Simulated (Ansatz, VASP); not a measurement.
## One calculation of LiCl, two programs

INCAR

```
ALGO = Normal
EDIFF = 1E-6
ENCUT = 520
GGA = CA
ISIF = 2
ISMEAR = 0
LASPH = T
LCHARG = F
LREAL = F
LWAVE = F
NBANDS = 12
NELM = 80
PREC = Accurate
SIGMA = 0.05
```

The input KPOINTS:

```
k-points
0
Gamma
  8 8 8
```

POSCAR

```
LiCl
1.0
    0.0064119000      2.5647600000      2.5647600000
    2.5711719000      0.0000000000      2.5711719000
    2.5647600000      2.5647600000      0.0064119000
Li Cl
1 1
Direct
    0.0000000000      0.0000000000      0.0000000000
    0.5000000000      0.5000000000      0.5000000000
```

Input for Ansatz:

```yaml
crystal:
  lattice:
    - [0.0064119, 2.56476, 2.56476]
    - [2.5711719, 0.0, 2.5711719]
    - [2.56476, 2.56476, 0.0064119]
  atoms:
    - { symbol: Li, position: [0.0, 0.0, 0.0] }
    - { symbol: Cl, position: [0.5, 0.5, 0.5] }
basis:
  ecutwfc: 420
kpoints:
  mp_grid: { grid: [8, 8, 8] }
hamiltonian:
  xc: lda
scf:
  occupations: { method: gaussian, width: 0.05 }
output:
  forces: true
  stress: true
  eigenvalues: true
```

Change from the starting cell: strain +0.0050 x Voigt [0, 0, 0, 0, 1, 0], atoms carried along.

Alike in both runs: task single point; functional LDA; k mesh 8 × 8 × 8; occupations gaussian, width 0.05 eV; no spin polarisation.

|  | VASP | Ansatz |
| --- | --- | --- |
| version | VASP 6.6.1 | Ansatz 0.2.0 |
| potentials or method | VASP PAW LDA potentials, release 64 (Li_sv, Cl), cutoff 520 eV | scalar-relativistic, plane waves, PAW |
| valence electrons in the cell | 10 | 10 |

|  | VASP | Ansatz | Ansatz less VASP |
| --- | --- | --- | --- |
| gap on the k mesh at the Fermi level (eV) | 5.99 | 5.97 | -0.019 |
| least direct gap on the mesh (eV) | 5.99 | 5.97 | -0.019 |

LDA's correlation is that of Perdew and Zunger in VASP and of Perdew and Wang (1992) in Ansatz.

Noted on VASP's run: the cutoff is short for stress, so the pressure is rough.
